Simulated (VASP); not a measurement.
BeC2: relaxation of cell and atoms with PBE

Crystal: BeC2.

```
Be C
1.0
    -1.94817    1.94817    2.31108
     1.94817   -1.94817    2.31108
     1.94817    1.94817   -2.31108
Be C
1 2
Direct
  0.00000 0.00000 0.00000
  0.63470 0.63470 0.00000
  0.36530 0.36530 0.00000
```

```yaml
Program: VASP 6.6.1
Task: relaxation of cell and atoms
Functional: PBE
Potentials_or_basis: VASP PAW PBE potentials, release 64 (Be, C)
Cutoff: 600 eV
k_mesh: 8 × 8 × 8
Occupations: gaussian, width 0.01 eV
Spin: no spin polarisation
Dipole_correction: no
Further_INCAR_settings: ALGO = Normal; EDIFF = 1e-06; IBRION = 2; EDIFFG = -0.001; NSW = 80; ISIF = 3
```

| Property | Result |
| --- | --- |
| Relaxed volume | 11.63 Å³/atom |
| Relaxed cell | a = 3.590 Å, b = 3.590 Å, c = 3.590 Å, α = 114.47°, β = 114.47°, γ = 99.88° |
| Space group after relaxing (to 0.1 Å) | I4/mmm (No. 139) |
| Energy gained by relaxing | 0.0 meV/atom |
| Ionic steps | 44 |
| Pressure after relaxing | 0.0 GPa |
| Band gap on the k mesh | 2.89 eV (least direct gap 3.30 eV) |

Step by step:
```csv
step,energy change (eV),largest force (eV/Å),pressure (GPa),volume (Å³)
1,0.0000,0.1062,-0.04,35.09
3,-0.0001,0.0002,-0.16,35.08
5,-0.0001,0.0014,-0.02,35.06
7,-0.0001,0.0024,-0.02,35.05
9,-0.0001,0.0398,0.02,34.96
11,-0.0001,0.0494,0.07,34.93
13,-0.0001,0.0412,0.05,34.95
15,-0.0001,0.0404,0.04,34.95
17,-0.0001,0.0346,0.05,34.94
19,-0.0001,0.0174,0.01,34.89
21,-0.0001,0.0051,0.02,34.86
23,-0.0001,0.0124,0.03,34.88
25,-0.0001,0.0148,0.03,34.88
27,-0.0001,0.0056,0.00,34.90
29,-0.0001,0.0029,-0.01,34.91
31,-0.0001,0.0011,-0.02,34.90
33,-0.0001,0.0020,-0.01,34.90
35,-0.0001,0.0013,-0.01,34.90
37,-0.0001,0.0054,0.00,34.89
39,-0.0001,0.0038,0.01,34.89
41,-0.0001,0.0019,0.00,34.90
43,-0.0001,0.0016,0.00,34.90
44,-0.0001,0.0005,0.00,34.90
```

Final structure:
```
Be C
1.0
    -1.94306    1.94306    2.31067
     1.94306   -1.94306    2.31067
     1.94306    1.94306   -2.31067
Be C
1 2
Direct
  0.00000 0.00000 0.00000
  0.63484 0.63484 0.00000
  0.36516 0.36516 0.00000
```

Levels at points of the mesh, in eV from the valence-band top:
```tsv
k point	band 3	band 4	band 5	band 6	band 7	band 8
(0.00, 0.00, 0.00)	-3.93	0.00	0.00	4.59	4.59	7.61
(0.50, 0.00, 0.00)	-3.05	-1.08	-0.92	2.89	3.56	9.25
(0.50, 0.50, 0.00)	-4.22	-3.31	-0.17	3.13	6.71	8.60
(0.50, 0.50, 0.50)	-2.77	-2.77	-2.52	7.15	7.26	8.12
```

It took 110 s on 1 thread of Intel(R) Xeon(R) 6975P-C (Granite Rapids), with other jobs on the host, peak memory 0.17 GiB.

A k mesh can miss the band edges.
